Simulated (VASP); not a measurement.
Input of a VASP 6.6.1 run:

The input INCAR:

```
SYSTEM = AlCo
  ALGO = Fast
  EDIFF = 1E-6
  EDIFFG = -0.01
  ENCUT = 600
  GGA = PE
  IBRION = 2
  ISIF = 3
  ISMEAR = 0
  ISPIN = 2
  LASPH = .TRUE.
  LCHARG = .FALSE.
  LMAXMIX = 4
  LORBIT = 11
  LREAL = .FALSE.
  LWAVE = .FALSE.
  MAGMOM = 0 0.92
  NELM = 150
  NSW = 100
  PREC = Accurate
  SIGMA = 0.1
```

KPOINTS

```
k-points
0
G
  24 24 14
  0 0 0
```

POSCAR

```
AlCo
1.0
    2.7322326872      0.0000000000      0.0000000000
   -1.3661163436      2.3661829162      0.0000000000
    0.0000000000      0.0000000000      3.8154033937
Al Co
1 1
Direct
    0.0000000000      0.0000000000      0.5000000000
    0.6666666667      0.3333333333      0.0000000000
```

Potentials or basis: VASP PAW PBE potentials, release 64 (Al, Co).

Launch:

```console
$ cat potpaw_PBE.64/Al/POTCAR potpaw_PBE.64/Co/POTCAR > POTCAR
$ mpirun -np 1 vasp_std > vasp.out
```

Problem. Predict the site moments.

Solution. Al -0.01; Co +0.70 μB.

Problem. Predict the relaxed cell.

Solution. a = 2.737 Å, b = 2.737 Å, c = 3.789 Å, α = 90.00°, β = 90.00°, γ = 120.00°.

Problem. What does it give for the net moment?

Solution. 0.65 μB per cell.

Stress tensor (GPa, compression positive):
```
0.02 0.00 0.00
0.00 0.02 0.00
0.00 0.00 0.10
```
